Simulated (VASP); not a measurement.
A run of VASP 6.6.1:

The input INCAR:

```
SYSTEM = Co
PREC     = Accurate       ! precision mode
ENCUT    = 600            ! plane-wave cutoff, eV
EDIFF    = 1E-6           ! SCF threshold, eV
ISMEAR   = -1             ! smearing method
SIGMA    = 0.1            ! smearing width, eV
LREAL    = .False.        ! projectors in reciprocal space
LASPH    = .True.         ! aspherical terms in the spheres
NELM     = 60             ! most SCF steps
ALGO     = Normal         ! electronic algorithm
ISIF     = 3              ! what is computed and relaxed
LWAVE    = .False.        ! write WAVECAR
LCHARG   = .False.        ! write CHGCAR
GGA      = RE             ! functional
IBRION   = 2              ! ionic algorithm
NSW      = 80             ! ionic steps
EDIFFG   = -0.01          ! ionic threshold
```

File KPOINTS:

```
Automatic mesh
0
Gamma
  14 14 8
  0 0 0
```

File POSCAR:

```
Co
1.0
    2.5070990085      0.0000000000      0.0000000000
   -1.2535495042      2.1712114311      0.0000000000
    0.0000000000      0.0000000000      4.0686000000
Co
2
Direct
    0.3333333333      0.6666666667      0.2500000000
    0.6666666667      0.3333333333      0.7500000000
```

Potentials or basis: VASP PAW PBE potentials, release 64 (Co).

Run with:

```bash
$ cat potpaw_PBE.64/Co/POTCAR > POTCAR
$ mpirun -np 1 vasp_std > vasp.out
```

Hardware: 1 thread of Intel(R) Xeon(R) Platinum 8488C (Sapphire Rapids), on a shared host.

Problem. How long does it take, and how much memory?

Solution. Run time: 120 s on 1 thread of Intel(R) Xeon(R) Platinum 8488C (Sapphire Rapids), on a shared host, peak memory 0.17 GiB. Counts: scf iterations 66, k points 120, ion steps 12.
